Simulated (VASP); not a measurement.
GaN, 12 atoms in the cell. The structure is cubic, space group Pm-3n (No. 223). The conventional cell has a = 5.215 Å, b = 5.215 Å, c = 5.215 Å, α = 90.00°, β = 90.00°, γ = 90.00°. Ga (site symmetry -4m2) has 4 N at 1.84 Å within 2.4 Å. Within 2.4 Å of N (site symmetry -4m2) lie 4 Ga at 1.84 Å. The cell was generated, and may not be a known phase.

| Property | Result |
| --- | --- |
| Program | VASP 6.6.1 |
| Task | single point |
| Functional | PBE |
| Potentials or basis | VASP PAW PBE potentials, release 64 (Ga_d, N) |
| Cutoff | 520 eV |
| k mesh | 4 × 4 × 4 |
| Occupations | gaussian, width 0.1 eV |
| Spin | no spin polarisation |
| Dipole correction | no |
| Further INCAR settings | ALGO = Normal; EDIFF = 1e-06; NBANDS = 66 |

Potentials or basis: VASP PAW PBE potentials, release 64 (Ga_d, N).

Run with:

```console
$ cat potpaw_PBE.64/Ga_d/POTCAR potpaw_PBE.64/N/POTCAR > POTCAR
$ mpirun -np 1 vasp_std > vasp.out
```

Hardware: 1 thread of Intel(R) Xeon(R) Platinum 8375C CPU @ 2.90GHz (Ice Lake), on a shared host.

Problem. Estimate the wall time of this run.

Solution. Wall time 2.6 min on 1 thread of Intel(R) Xeon(R) Platinum 8375C CPU @ 2.90GHz (Ice Lake), with other jobs on the host, peak memory 0.26 GiB. Counts: scf iterations 16, k points 10.
